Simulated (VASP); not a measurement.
# SrTe7 (Im-3m) in VASP: a series of runs, part 2 of 2

VASP 6.6.1.

## (4) Single point, PBE

This run uses another cell than the first one, of 29.87 Å³/atom.

Input file INCAR:

```
ALGO     = Normal         # electronic algorithm
EDIFF    = 1E-7           # SCF threshold, eV
ENCUT    = 520            # plane-wave cutoff, eV
GGA      = PE             # functional
ISIF     = 2              # what is computed and relaxed
ISMEAR   = 0              # smearing method
LASPH    = T              # aspherical terms in the spheres
LCHARG   = F              # write CHGCAR
LREAL    = F              # projectors in reciprocal space
LWAVE    = F              # write WAVECAR
NBANDS   = 36             # bands
NELM     = 80             # most SCF steps
PREC     = Accurate       # precision mode
SIGMA    = 0.1            # smearing width, eV
```

Input file KPOINTS:

```
k-points
0
Gamma
  8 8 8
```

Input file POSCAR:

```
SrTe7
1.0
   -3.9093225507      3.9093225507      3.9093225507
    3.9093225507     -3.9093225507      3.9093225507
    3.9093225507      3.9093225507     -3.9093225507
Sr Te
1 7
Direct
    0.0000000000      0.0000000000      0.0000000000
    0.0000000000      0.5000000000      0.5000000000
    0.5000000000      0.5000000000      0.0000000000
    0.5000000000      0.0000000000      0.5000000000
    0.0000000000      0.0000000000      0.5000000000
    0.0000000000      0.5000000000      0.0000000000
    0.5000000000      0.0000000000      0.0000000000
    0.5000000000      0.5000000000      0.5000000000
```

Started as:

```sh
$ cat potpaw_PBE.64/Sr_sv/POTCAR potpaw_PBE.64/Te/POTCAR > POTCAR
$ mpirun -np 1 vasp_std > vasp.out
```

Wall time 2.3 min (1 thread of Intel Xeon 6975P-C (Granite Rapids), shared host); peak memory 0.46 GiB.

The run converged. Its results:

```
Free energy            : -24.8977 eV
Pressure               : 0.0 GPa
Band gap on the k mesh : zero (bands 26 and 27 overlap by 1.56 eV)
```

Levels at points of the mesh, in eV from the Fermi level:
```tsv
k point	band 22	band 23	band 24	band 25	band 26	band 27	band 28	band 29	band 30	band 31
(0.00, 0.00, 0.00)	0.10	0.10	0.73	0.73	0.73	1.81	1.86	1.86	1.86	2.15
(0.50, 0.00, 0.00)	-1.99	-1.75	-1.20	-1.12	-0.74	0.87	1.00	1.02	1.06	1.69
(0.50, 0.50, 0.50)	-1.60	-1.60	-0.81	-0.81	-0.81	-0.69	-0.69	-0.69	-0.55	-0.55
```

Caveat: spin-orbit coupling is left out, which moves the levels of the heavy elements.

## (5) Relaxation of cell and atoms, PBE

This run uses another cell than the first one, of 34.86 Å³/atom.

Input file INCAR:

```
SYSTEM = SrTe7
ALGO = Normal
EDIFF = 1E-6
EDIFFG = -0.04
ENCUT = 600
GGA = PE
IBRION = 2
ISIF = 3
ISMEAR = 0
LASPH = .TRUE.
LCHARG = .FALSE.
LREAL = .FALSE.
LWAVE = .FALSE.
NELM = 60
NSW = 90
PREC = Accurate
SIGMA = 0.1
```

Input file KPOINTS:

```
k-points
0
G
  4 4 4
  0 0 0
```

Changes to POSCAR since step 4:

```diff
@@ -2,5 +2,5 @@
 1.0
-   -3.9093225507      3.9093225507      3.9093225507
-    3.9093225507     -3.9093225507      3.9093225507
-    3.9093225507      3.9093225507     -3.9093225507
+   -4.1157198800      4.1157198800      4.1157198800
+    4.1157198800     -4.1157198800      4.1157198800
+    4.1157198800      4.1157198800     -4.1157198800
 Sr Te
```

Started as:

```sh
$ cat potpaw_PBE.64/Sr_sv/POTCAR potpaw_PBE.64/Te/POTCAR > POTCAR
$ mpirun -np 1 vasp_std > vasp.out
```

Run time: 2.2 min. Hardware: 1 thread of Intel Xeon 6975P-C (Granite Rapids), shared host; peak memory 0.55 GiB.

It converged, with:

- Free energy: -25.1259 eV
- Relaxed volume: 29.52 Å³/atom
- Relaxed cell: a = 6.745 Å, b = 6.745 Å, c = 6.745 Å, α = 109.47°, β = 109.47°, γ = 109.47°
- Space group after relaxing (to 0.1 Å): Im-3m (No. 229)
- Energy gained by relaxing: 106.3 meV/atom
- Ionic steps: 3
- Pressure after relaxing: 0.0 GPa

The path:
| step | energy change (eV) | largest force (eV/Å) | pressure (GPa) | volume (Å³) |
| --- | --- | --- | --- | --- |
| 1 | 0.0000 | 0.0000 | -5.41 | 278.87 |
| 2 | -0.8471 | 0.0000 | 0.47 | 234.02 |
| 3 | -0.8502 | 0.0000 | 0.01 | 236.18 |

Final structure:
```
Sr Te
1.0
    -3.89397    3.89397    3.89397
     3.89397   -3.89397    3.89397
     3.89397    3.89397   -3.89397
Sr Te
1 7
Direct
  0.00000 0.00000 0.00000
  0.00000 0.50000 0.50000
  0.50000 0.50000 0.00000
  0.50000 0.00000 0.50000
  0.00000 0.00000 0.50000
  0.00000 0.50000 0.00000
  0.50000 0.00000 0.00000
  0.50000 0.50000 0.50000
```

Levels at points of the mesh, in eV from the Fermi level:
```tsv
k point	band 23	band 24	band 25	band 26	band 27	band 28	band 29	band 30
(0.00, 0.00, 0.00)	0.13	0.77	0.77	0.77	1.83	1.91	1.91	1.91
(0.50, 0.00, 0.00)	-1.75	-1.18	-1.11	-0.73	0.91	1.04	1.06	1.10
(0.50, 0.50, 0.50)	-1.58	-0.80	-0.80	-0.80	-0.68	-0.68	-0.68	-0.53
```

Caveat: the volume moved by over 15 % at a fixed basis, so the end points are rough; the highest band is partly filled, so the run has too few bands; spin-orbit coupling is left out, which moves the levels of the heavy elements.

## (6) Relaxation of cell and atoms, PBE

Input file INCAR:

```
PREC = Accurate
ENCUT = 600
EDIFF = 1E-6
ISMEAR = 0
SIGMA = 0.1
LREAL = False
LASPH = True
NELM = 80
ALGO = Normal
ISIF = 3
LWAVE = False
LCHARG = False
GGA = PE
IBRION = 2
NSW = 100
EDIFFG = -0.01
```

Input file KPOINTS:

```
regular mesh
0
Gamma
  8 8 8
```

Changes to POSCAR since step 5:

```diff
@@ -2,5 +2,5 @@
 1.0
-   -4.1157198800      4.1157198800      4.1157198800
-    4.1157198800     -4.1157198800      4.1157198800
-    4.1157198800      4.1157198800     -4.1157198800
+   -3.8855183381      3.8855183381      3.8855183381
+    3.8855183381     -3.8855183381      3.8855183381
+    3.8855183381      3.8855183381     -3.8855183381
 Sr Te
```

Potentials or basis: VASP PAW PBE potentials, release 64 (Sr_sv, Te).

Started as:

```sh
$ cat potpaw_PBE.64/Sr_sv/POTCAR potpaw_PBE.64/Te/POTCAR > POTCAR
$ mpirun -np 1 vasp_std > vasp.out
```

It took 5.8 min on 1 thread of Intel Xeon 6975P-C (Granite Rapids), shared host; peak memory 0.56 GiB.

The run converged. Its results:

* Free energy: -24.8952 eV
* Relaxed volume: 29.86 Å³/atom
* Relaxed cell: a = 6.770 Å, b = 6.770 Å, c = 6.770 Å, α = 109.47°, β = 109.47°, γ = 109.47°
* Space group after relaxing (to 0.1 Å): Im-3m (No. 229)
* Energy gained by relaxing: 1.4 meV/atom
* Ionic steps: 3
* Pressure after relaxing: 0.0 GPa

The path:
```
step  energy change (eV)  largest force (eV/Å)  pressure (GPa)  volume (Å³)
   1              0.0000                0.0000            0.89       234.64
   2             -0.0105                0.0000           -0.26       240.23
   3             -0.0116                0.0000            0.00       238.88
```

Final structure:
```xyz
8
Lattice="-3.9088 3.9088 3.9088 3.9088 -3.9088 3.9088 3.9088 3.9088 -3.9088" Properties=species:S:1:pos:R:3 pbc="T T T"
Sr    0.0000    0.0000    0.0000
Te    3.9088    0.0000    0.0000
Te    0.0000    0.0000    3.9088
Te    0.0000    3.9088    0.0000
Te    1.9544    1.9544   -1.9544
Te    1.9544   -1.9544    1.9544
Te   -1.9544    1.9544    1.9544
Te    1.9544    1.9544    1.9544
```

Levels at points of the mesh, in eV from the Fermi level:
| k point | band 23 | band 24 | band 25 | band 26 | band 27 | band 28 | band 29 | band 30 |
| --- | --- | --- | --- | --- | --- | --- | --- | --- |
| (0.00, 0.00, 0.00) | 0.10 | 0.73 | 0.73 | 0.73 | 1.81 | 1.85 | 1.85 | 1.85 |
| (0.50, 0.00, 0.00) | -1.75 | -1.20 | -1.13 | -0.75 | 0.87 | 1.00 | 1.02 | 1.06 |
| (0.50, 0.50, 0.50) | -1.61 | -0.81 | -0.81 | -0.81 | -0.69 | -0.69 | -0.69 | -0.55 |

Caveat: the highest band is partly filled, so the run has too few bands; spin-orbit coupling is left out, which moves the levels of the heavy elements.

## (7) The runs side by side

| task | cell | k mesh | cutoff (eV) | gap on the mesh (eV) | pressure (GPa) | relaxed volume (Å³/atom) |
| --- | --- | --- | --- | --- | --- | --- |
| single point | a = 6.730 Å, angles 109.5°, 8 atoms | 4 × 4 × 4 | 520 | none | 0.3 | - |
| single point | a = 7.129 Å, angles 109.5°, 8 atoms | 4 × 4 × 4 | 520 | none | -5.4 | - |
| single point | a = 6.771 Å, angles 109.5°, 8 atoms | 8 × 8 × 8 | 520 | none | 0.0 | - |
| relaxation of cell and atoms | relaxed from a = 7.129 Å, angles 109.5°, 8 atoms | 4 × 4 × 4 | 600 | - | 0.0 | 29.52 |
| relaxation of cell and atoms | relaxed from a = 6.730 Å, angles 109.5°, 8 atoms | 8 × 8 × 8 | 600 | - | 0.0 | 29.86 |

Alike in all rows: level PBE; potentials or basis VASP PAW PBE potentials, release 64 (Sr_sv, Te); no spin polarisation; smearing gaussian 0.1 eV.

Caveats: spin-orbit coupling is left out, which moves the levels of the heavy elements; the highest band is partly filled, so the run has too few bands (at least some runs); the cell stands under tension (at least some runs); the volume moved by over 15 % at a fixed basis, so the end points are rough (at least some runs).

Absolute energies hang on the potentials; compare differences alone.
